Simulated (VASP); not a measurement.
# Ta5N2 in VASP: further runs

Ta5N2 is run at these levels: PBEsol; tasks: single point.

Everything below comes from runs of VASP 6.6.1. Logs are shortened: lines on timing, memory, paths and dates and some standing lists are left out, and cuts for length are marked.

### 1 The cell of the first run

The cell holds a slab with vacuum, 7 atoms: a = 3.281 Å, b = 3.281 Å, c = 26.661 Å, α = 90.00°, β = 90.00°, γ = 90.00°.

### 2 Single point, PBEsol

INCAR reads:

```
PREC     = Accurate       # precision mode
ENCUT    = 520            # plane-wave cutoff, eV
EDIFF    = 1E-6           # SCF threshold, eV
ISMEAR   = 0              # smearing method
SIGMA    = 0.1            # smearing width, eV
LREAL    = F              # projectors in reciprocal space
LASPH    = T              # aspherical terms in the spheres
NELM     = 60             # most SCF steps
ALGO     = Normal         # electronic algorithm
ISIF     = 2              # what is computed and relaxed
LWAVE    = F              # write WAVECAR
LCHARG   = T              # write CHGCAR
LDIPOL   = T            
IDIPOL   = 3            
DIPOL    = 0.5 0.5 0.505
GGA      = PS             # functional
LELF     = T              # ELF
LVHAR    = T            
LVACPOTAV= T            
NBANDS   = 42             # bands
```

KPOINTS reads:

```
regular mesh
0
Gamma
  9 9 1
```

POSCAR reads:

```
Ta5N2
1.0
    3.2805195243      0.0000000000      0.0000000000
    0.0000000000      3.2805195243      0.0000000000
    0.0000000000      0.0000000000     26.6610390486
Ta N
5 2
Direct
    0.5000000000      0.5000000000      0.3188172818
    0.0000000000      0.0000000000      0.3803400064
    0.5000000000      0.5000000000      0.4417807195
    0.0000000000      0.0000000000      0.5059558191
    0.5000000000      0.5000000000      0.5609862072
    0.5000000000      0.5000000000      0.6417764801
    0.5000000000      0.5000000000      0.6838772296
```

Potentials or basis: VASP PAW PBE potentials, release 64 (Ta_pv, N).

Started as:

```bash
$ cat potpaw_PBE.64/Ta_pv/POTCAR potpaw_PBE.64/N/POTCAR > POTCAR
$ mpirun -np 1 vasp_std > vasp.out
```

OUTCAR:

```text
PREC = Accurate
   ENCUT = 520
   EDIFF = 1E-6
   ISMEAR = 0
   LREAL = F
   LASPH = T
   NELM = 60
   ISIF = 2
   GGA = PS

 ion  position               nearest neighbor table
   1  0.500  0.500  0.319-   2 2.84   2 2.84   2 2.84   2 2.84   3 3.28
   2  0.000  0.000  0.380-   3 2.84   3 2.84   3 2.84   3 2.84   1 2.84   1 2.84   1 2.84   1 2.84
                             4 3.35
   3  0.500  0.500  0.442-   2 2.84   2 2.84   2 2.84   2 2.84   4 2.88   4 2.88   4 2.88   4 2.88
                             5 3.18   1 3.28
   4  0.000  0.000  0.506-   5 2.74   5 2.74   5 2.74   5 2.74   3 2.88   3 2.88   3 2.88   3 2.88
                             2 3.35
   5  0.500  0.500  0.561-   6 2.15   4 2.74   4 2.74   4 2.74   4 2.74   3 3.18
   6  0.500  0.500  0.642-   7 1.12   5 2.15
   7  0.500  0.500  0.684-   6 1.12

  LATTYP: Found a simple tetragonal cell.
 ALAT       =     3.2805195243
 C/A-ratio  =     8.1270783030

  Lattice vectors:

 A1 = (   3.2805195243,   0.0000000000,   0.0000000000)
 A2 = (   0.0000000000,   3.2805195243,   0.0000000000)
 A3 = (   0.0000000000,   0.0000000000,  26.6610390486)

Analysis of symmetry for initial positions (statically):
=====================================================================
 Subroutine PRICEL returns:
 Original cell was already a primitive cell.

 Routine SETGRP: Setting up the symmetry group for a
 simple tetragonal supercell.

 Subroutine GETGRP returns: Found  8 space group operations
 (whereof  8 operations were pure point group operations)
 out of a pool of 16 trial point group operations.

The static configuration has the point symmetry C_4v.

Analysis of symmetry for dynamics (positions and initial velocities):
=====================================================================
 Subroutine PRICEL returns:
 Original cell was already a primitive cell.

 Routine SETGRP: Setting up the symmetry group for a
 simple tetragonal supercell.

 Subroutine GETGRP returns: Found  8 space group operations
 (whereof  8 operations were pure point group operations)
 out of a pool of 16 trial point group operations.

The dynamic configuration has the point symmetry C_4v.

 Subroutine INISYM returns: Found  8 space group operations
 (whereof  8 operations are pure point group operations),
 and found     1 'primitive' translations

----------------------------------------------------------------------------------------

                                     Primitive cell

  volume of cell :     286.9210

  direct lattice vectors                    reciprocal lattice vectors
     3.280519524  0.000000000  0.000000000     0.304829766  0.000000000  0.000000000
     0.000000000  3.280519524  0.000000000     0.000000000  0.304829766  0.000000000
     0.000000000  0.000000000 26.661039049     0.000000000  0.000000000  0.037507916

  length of vectors
     3.280519524  3.280519524 26.661039049     0.304829766  0.304829766  0.037507916

  position of ions in fractional coordinates (direct lattice)
     0.500000000  0.500000000  0.318817282
     0.000000000  0.000000000  0.380340006
     0.500000000  0.500000000  0.441780720
     0.000000000  0.000000000  0.505955819
     0.500000000  0.500000000  0.560986207
     0.500000000  0.500000000  0.641776480
     0.500000000  0.500000000  0.683877230

  ion indices of the primitive-cell ions
   primitive index   ion index
                 1           1
                 2           2
                 3           3
                 4           4
                 5           5
                 6           6
                 7           7

----------------------------------------------------------------------------------------

 KPOINTS: regular mesh

Automatic generation of k-mesh.
 Grid dimensions read from file:
 generate k-points for:    9    9    1

 Generating k-lattice:

  Cartesian coordinates                     Fractional coordinates (reciprocal lattice)
     0.033869974  0.000000000  0.000000000     0.111111111  0.000000000  0.000000000
     0.000000000  0.033869974  0.000000000     0.000000000  0.111111111  0.000000000
     0.000000000  0.000000000  0.037507916     0.000000000  0.000000000  1.000000000

  Length of vectors
     0.033869974  0.033869974  0.037507916

  Shift w.r.t. Gamma in fractional coordinates (k-lattice)
     0.000000000  0.000000000  0.000000000

 Subroutine IBZKPT returns following result:
 ===========================================

 Found     15 irreducible k-points:

 Following reciprocal coordinates:
            Coordinates               Weight
  0.000000  0.000000  0.000000      1.000000
  0.111111  0.000000  0.000000      4.000000
  0.222222  0.000000  0.000000      4.000000
  0.333333  0.000000  0.000000      4.000000
  0.444444  0.000000  0.000000      4.000000
  0.111111  0.111111  0.000000      4.000000
  0.222222  0.111111  0.000000      8.000000
  0.333333  0.111111  0.000000      8.000000
  0.444444  0.111111  0.000000      8.000000
  0.222222  0.222222  0.000000      4.000000
  0.333333  0.222222  0.000000      8.000000
  0.444444  0.222222  0.000000      8.000000
  0.333333  0.333333  0.000000      4.000000
  0.444444  0.333333  0.000000      8.000000
  0.444444  0.444444  0.000000      4.000000
   k-points           NKPTS =     15   k-points in BZ     NKDIM =     15   number of bands    NBANDS=     42
   number of dos      NEDOS =    301   number of ions     NIONS =      7
   total plane-waves  NPLWV = 115200
   dimension x,y,z NGX =    24 NGY =   24 NGZ =  200
   dimension x,y,z NGXF=    48 NGYF=   48 NGZF=  400
   ions per type =               5   2
   NGX,Y,Z   is equivalent  to a cutoff of  12.16, 12.16, 12.47 a.u.
   NGXF,Y,Z  is equivalent  to a cutoff of  24.32, 24.32, 24.94 a.u.
 SYSTEM =  unknown system
   PREC   = accura    normal or accurate (medium, high low for compatibility)
   ISTART =      0    job   : 0-new  1-cont  2-samecut
   ICHARG =      2    charge: 1-file 2-atom 10-const
   ISPIN  =      1    spin polarized calculation?
   LNONCOLLINEAR =      F non collinear calculations
   LSORBIT =      F    spin-orbit coupling
   LASPH  =      T    aspherical Exc in radial PAW
   ENCUT  =  520.0 eV  38.22 Ry    6.18 a.u.   6.10  6.10 49.57*2*pi/ulx,y,z
   NELM   =     60;   NELMIN=  2; NELMDL= -5     # of ELM steps
   EDIFF  = 0.1E-05   stopping-criterion for ELM
   LREAL  =      F    real-space projection
   EDIFFG = 0.1E-04   stopping-criterion for IOM
   NSW    =      0    number of steps for IOM
   IBRION =     -1    ionic relax: 0-MD 1-quasi-New 2-CG
   NFREE  =      0    steps in history (QN), initial steepest desc. (CG)
   ISIF   =      2    stress and relaxation
   ISYM   =      2    0-nonsym 1-usesym 2-fastsym
   POTIM  = 0.5000    time-step for ionic-motion
   TEBEG  =    0.0;   TEEND  =   0.0 temperature during run
   PSTRESS=    0.0 pullay stress
   NELECT =      65.0000    total number of electrons
   NUPDOWN=      -1.0000    fix difference up-down
   EMIN   =  10.00;   EMAX   =-10.00  energy-range for DOS
   EFERMI =   0.00;   METHOD = LEGACY
   ISMEAR =     0;   SIGMA  =   0.10  broadening in eV -4-tet -1-fermi 0-gaus
   EFERMI_NEDOS =   21; number of points for ismear=-14 and -15
   IALGO  =     38    algorithm
   IMIX   =      4    mixing-type and parameters
     AMIX     =   0.40;   BMIX     =  1.00
     AMIX_MAG =   1.60;   BMIX_MAG =  1.00
  volume/ion in A,a.u.               =      40.99       276.61
  Fermi-wavevector in a.u.,A,eV,Ry     =   0.997988  1.885923 13.551122  0.995979
  Thomas-Fermi vector in A             =   2.130181
   LORBIT       =      0    0 simple, 1 ext, 2 COOP (PROOUT), +10 PAW based schemes
   GGA     = PS    functional components
   LHFCALC =     F    Hartree Fock is set to
   AEXX    =    0.0000 exact exchange contribution
   IVDW    =     0    specifies the selected vdW correction
   LEPSILON=     F    determine dielectric tensor
   LRPA    =     F    only Hartree local field effects (RPA)
 non-spin polarized calculation
 Gauss-broadening in eV      SIGMA  =   0.10
  energy-cutoff  :      520.00
  volume of cell :      286.92
 maximum number of plane-waves:      7774
   NGX = 13   NGY = 13   NGZ = 99

 dipolmoment           0.000000      0.000000     -0.905735 electrons x Angstroem

 number of electron      65.0000028 magnetization

 dipolmoment           0.000000      0.000000      0.065570 electrons x Angstroem

 Free energy of the ion-electron system (eV)
  ---------------------------------------------------
  ext. energy  EPLUGINS =         0.00000000
  ---------------------------------------------------
  free energy    TOTEN  =       -76.69761486 eV

  energy without entropy =      -76.66922499  energy(sigma->0) =      -76.68341992

 E-fermi :  -0.7468     XC(G=0):  -5.5542

 val. band max:       -0.7998786047   @ k =   0.4444   0.1111   0.0000
 cond. band min:      -0.7159596719   @ k =   0.3333   0.0000   0.0000
 fundamental gap:      0.0839189329
 Fermi energy:        -0.7468182418

 k-point     1 :       0.0000    0.0000    0.0000
  band No.  band energies     occupation
      1     -35.4749      2.00000
      2     -35.3077      2.00000
      3     -35.3077      2.00000
      4     -35.1836      2.00000
      5     -35.0049      2.00000
      6     -35.0049      2.00000
[... 34 lines left out ...]
     41       2.1905      0.00000
     42       2.2684      0.00000

 k-point     2 :       0.1111    0.0000    0.0000
  band No.  band energies     occupation
      1     -35.4788      2.00000
      2     -35.3400      2.00000
      3     -35.3001      2.00000
      4     -35.1959      2.00000
      5     -35.0438      2.00000
      6     -34.9901      2.00000
[... 34 lines left out ...]
     41       2.0403      0.00000
     42       2.0830      0.00000

 k-point     3 :       0.2222    0.0000    0.0000
  band No.  band energies     occupation
      1     -35.4913      2.00000
      2     -35.4171      2.00000
      3     -35.2807      2.00000
      4     -35.2313      2.00000
      5     -35.1274      2.00000
      6     -34.9515      2.00000
[... 34 lines left out ...]
     41       1.7555      0.00000
     42       2.0007      0.00000

 k-point     4 :       0.3333    0.0000    0.0000
  band No.  band energies     occupation
      1     -35.5109      2.00000
      2     -35.4982      2.00000
      3     -35.2753      2.00000
      4     -35.2585      2.00000
      5     -35.2123      2.00000
      6     -34.9050      2.00000
[... 439 lines left out ...]
     41       2.8358      0.00000
     42       3.3806      0.00000

 k-point    14 :       0.4444    0.3333    0.0000
  band No.  band energies     occupation
      1     -35.5335      2.00000
      2     -35.5039      2.00000
      3     -35.4004      2.00000
      4     -35.2716      2.00000
      5     -35.2660      2.00000
      6     -35.0808      2.00000
[... 34 lines left out ...]
     41       2.9062      0.00000
     42       3.2298      0.00000

 k-point    15 :       0.4444    0.4444    0.0000
  band No.  band energies     occupation
      1     -35.5396      2.00000
      2     -35.5394      2.00000
      3     -35.3984      2.00000
      4     -35.2930      2.00000
      5     -35.2923      2.00000
      6     -35.0927      2.00000
[... 34 lines left out ...]
     41       3.2505      0.00000
     42       3.4767      0.00000

------------------------ aborting loop because EDIFF is reached ----------------------------------------

  FORCE on cell =-STRESS in cart. coord.  units (eV):
  Direction    XX          YY          ZZ          XY          YZ          ZX
  --------------------------------------------------------------------------------------
  -------------------------------------------------------------------------------------
  Total       -4.2020249     -4.2020249     -0.9859471      0.0000000      0.0000000      0.0000000
  in kB      -23.4642609    -23.4642609     -5.5055649      0.0000000      0.0000000      0.0000000
  external PRESSURE =     -17.4780289 kB  Pullay stress =       0.0000000 kB

 VOLUME and BASIS-vectors are now :
 -----------------------------------------------------------------------------
  energy-cutoff  :      520.00
  volume of cell :      286.92
      direct lattice vectors                 reciprocal lattice vectors
     3.280519524  0.000000000  0.000000000     0.304829766  0.000000000  0.000000000
     0.000000000  3.280519524  0.000000000     0.000000000  0.304829766  0.000000000
     0.000000000  0.000000000 26.661039049     0.000000000  0.000000000  0.037507916

 POSITION                                       TOTAL-FORCE (eV/Angst)
 -----------------------------------------------------------------------------------
      1.64026      1.64026      8.50000        -0.000000      0.000000      1.514917
      0.00000      0.00000     10.14026        -0.000000      0.000000     -1.529724
      1.64026      1.64026     11.77833        -0.000000      0.000000     -0.000500
      0.00000      0.00000     13.48931         0.000000      0.000000      0.003794
      1.64026      1.64026     14.95648        -0.000000     -0.000000      0.005509
      1.64026      1.64026     17.11043        -0.000000      0.000000     -1.341990
      1.64026      1.64026     18.23288        -0.000000      0.000000      1.347995
 -----------------------------------------------------------------------------------
    total drift:                                0.000000     -0.000000     -0.001222

  FREE ENERGIE OF THE ION-ELECTRON SYSTEM (eV)
  ---------------------------------------------------
  free  energy   TOTEN  =       -76.6976148550 eV

  energy  without entropy=      -76.6692249888  energy(sigma->0) =      -76.68341992

 vacuum level on the upper side and lower side of the slab         4.461         3.358
```

Wall time 2.3 min (1 thread of Intel Xeon 6975P-C (Granite Rapids), shared host); peak memory 0.43 GiB.

Results:

- Free energy: -76.6976 eV
- Largest force: 1.530 eV/Å

Forces on the atoms (eV/Å):
```
Ta   0.000  0.000  1.515
Ta   0.000  0.000 -1.530
Ta   0.000  0.000 -0.001
Ta   0.000  0.000  0.004
Ta   0.000  0.000  0.006
N    0.000  0.000 -1.342
N    0.000  0.000  1.348
```

Caveat: the standard files for N, O and F lose accuracy on very short bonds; the PAW data sets were made with another functional, which shifts forces and pressure a little; spin-orbit coupling is left out, which moves the levels of the heavy elements.

### 3 Single point, PBEsol

INCAR reads:

```
PREC     = Accurate       # precision mode
ENCUT    = 520            # plane-wave cutoff, eV
EDIFF    = 1E-6           # SCF threshold, eV
ISMEAR   = 0              # smearing method
SIGMA    = 0.1            # smearing width, eV
LREAL    = F              # projectors in reciprocal space
LASPH    = T              # aspherical terms in the spheres
NELM     = 80             # most SCF steps
ALGO     = Normal         # electronic algorithm
ISIF     = 2              # what is computed and relaxed
LWAVE    = F              # write WAVECAR
LCHARG   = F              # write CHGCAR
LDIPOL   = T            
IDIPOL   = 3            
DIPOL    = 0.5 0.5 0.488
GGA      = PS             # functional
NBANDS   = 42             # bands
```

KPOINTS is that of step 2.

POSCAR reads:

```
Ta5N2
1.0
    3.2805195243      0.0000000000      0.0000000000
    0.0000000000      3.2805195243      0.0000000000
    0.0000000000      0.0000000000     26.6610390486
Ta N
5 2
Direct
    0.5000000000      0.5000000000      0.3188172818
    0.0000000000      0.0000000000      0.3803400064
    0.5000000000      0.5000000000      0.4408912884
    0.0000000000      0.0000000000      0.4990079364
    0.5000000000      0.5000000000      0.5795183088
    0.0000000000      0.0000000000      0.5725304692
    0.0000000000      0.0000000000      0.6223504267
```

Potentials or basis: VASP PAW PBE potentials, release 64 (Ta_pv, N).

Started as:

```bash
$ cat potpaw_PBE.64/Ta_pv/POTCAR potpaw_PBE.64/N/POTCAR > POTCAR
$ mpirun -np 1 vasp_std > vasp.out
```

Run time: 2 min. Hardware: 1 thread of Intel Xeon 6975P-C (Granite Rapids), shared host; peak memory 0.42 GiB.

It converged, with:

```yaml
Free_energy: -76.5014 eV
Largest_force: 1.151 eV/Å
```

Forces in eV/Å, atoms in the order of the input:
```
Ta   0.000  0.000  1.148
Ta   0.000  0.000 -1.151
Ta   0.000  0.000 -0.026
Ta   0.000  0.000 -0.034
Ta   0.000  0.000 -0.007
N    0.000  0.000 -0.110
N    0.000  0.000  0.181
```

Levels at points of the mesh, in eV from the Fermi level:
```csv
k point,band 30,band 31,band 32,band 33,band 34,band 35
"(0.00, 0.00, 0.00)",-0.13,-0.07,0.14,0.23,0.41,0.41
```

Caveat: the PAW data sets were made with another functional, which shifts forces and pressure a little; spin-orbit coupling is left out, which moves the levels of the heavy elements.

### 4 Single point, PBEsol

INCAR reads:

```
PREC     = Accurate       # precision mode
ENCUT    = 520            # plane-wave cutoff, eV
EDIFF    = 1E-6           # SCF threshold, eV
ISMEAR   = 0              # smearing method
SIGMA    = 0.1            # smearing width, eV
LREAL    = F              # projectors in reciprocal space
LASPH    = T              # aspherical terms in the spheres
NELM     = 120            # most SCF steps
ALGO     = Normal         # electronic algorithm
ISIF     = 2              # what is computed and relaxed
LWAVE    = F              # write WAVECAR
LCHARG   = T              # write CHGCAR
LDIPOL   = T            
IDIPOL   = 3            
DIPOL    = 0.5 0.5 0.505
GGA      = PS             # functional
LELF     = T              # ELF
LVHAR    = T            
LVACPOTAV= T            
NBANDS   = 46             # bands
GGA_COMPAT= F            
NELMDL   = -8
```

KPOINTS is that of step 3.

POSCAR reads:

```
Ta5N2
1.0
    3.2805195243      0.0000000000      0.0000000000
    0.0000000000      3.2805195243      0.0000000000
    0.0000000000      0.0000000000     26.6610390486
Ta N
5 2
Direct
    0.5000000000      0.5000000000      0.3188172818
    0.0000000000      0.0000000000      0.3803400064
    0.5000000000      0.5000000000      0.4417807195
    0.0000000000      0.0000000000      0.5059558191
    0.5000000000      0.5000000000      0.5609862072
    0.5000000000      0.5000000000      0.6417764801
    0.5000000000      0.5000000000      0.6838772296
```

Potentials or basis: VASP PAW PBE potentials, release 64 (Ta_sv_GW, N).

Started as:

```bash
$ cat potpaw_PBE.64/Ta_sv_GW/POTCAR potpaw_PBE.64/N/POTCAR > POTCAR
$ mpirun -np 1 vasp_std > vasp.out
```

Run time: 7 min. Hardware: 1 thread of Intel Xeon 6975P-C (Granite Rapids), shared host; peak memory 0.44 GiB.

Results (log left out):

```
Free energy   : -89.2365 eV
Largest force : 1.540 eV/Å
```

Forces on the atoms (eV/Å):
```
Ta   0.000  0.000  1.540
Ta   0.000  0.000 -1.531
Ta   0.000  0.000 -0.002
Ta   0.000  0.000  0.013
Ta   0.000  0.000 -0.027
N    0.000  0.000 -1.333
N    0.000  0.000  1.340
```

Levels at points of the mesh, in eV from the Fermi level:
```tsv
k point	band 34	band 35	band 36	band 37	band 38	band 39	band 40	band 41	band 42	band 43
(0.00, 0.00, 0.00)	-0.07	0.47	0.47	0.56	0.56	0.73	1.01	1.01	1.07	1.36
```

Caveat: the standard files for N, O and F lose accuracy on very short bonds; the PAW data sets were made with another functional, which shifts forces and pressure a little; spin-orbit coupling is left out, which moves the levels of the heavy elements.
